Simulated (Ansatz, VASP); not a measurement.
One calculation of Al, two programs

```
Al
1.0
     2.86428    0.00000    0.00000
    -1.43214    2.48054    0.00000
     0.00000    0.00000    4.64014
Al
2
Direct
  0.23333 0.61667 0.17500
  0.76667 0.38333 0.82500
```

Change from the starting cell: shortest bond scaled by 0.7, PAW files.

Alike in both runs: task electric field gradients; functional r2SCAN; k mesh 12 × 12 × 7; occupations fermi-dirac, width 0.05 eV; no spin polarisation.

|  | VASP | Ansatz |
| --- | --- | --- |
| version | VASP 6.6.1 | Ansatz 0.2.0 |
| potentials or method | VASP PAW PBE potentials, release 64 (Al) | PAW with Ansatz's default frozen-core files, scalar-relativistic |
| plane-wave cutoff (eV) | 520 | 500 |
| valence electrons in the cell | 6 | 6 |

Ansatz gave:

* pressure (GPa): 26.7
* traceless stress, the component that is largest in VASP (GPa): 27.61
* rms of the force components (eV/Å): 5.308
* size of Vzz on the site where it differs most (V/Å²): 13.3

Question: What did VASP give for the same quantities?

Answer: Pressure (GPa): 26.4; traceless stress, the component that is largest in VASP (GPa): 27.62; rms of the force components (eV/Å): 5.303; size of Vzz on the site where it differs most (V/Å²): 21.7.

VASP's potentials were made for PBE, not for r2SCAN. Atom by atom the forces differ by 0.005 eV/Å (rms over components). With one functional, cell and mesh, what is left measures potentials, basis and numerics.
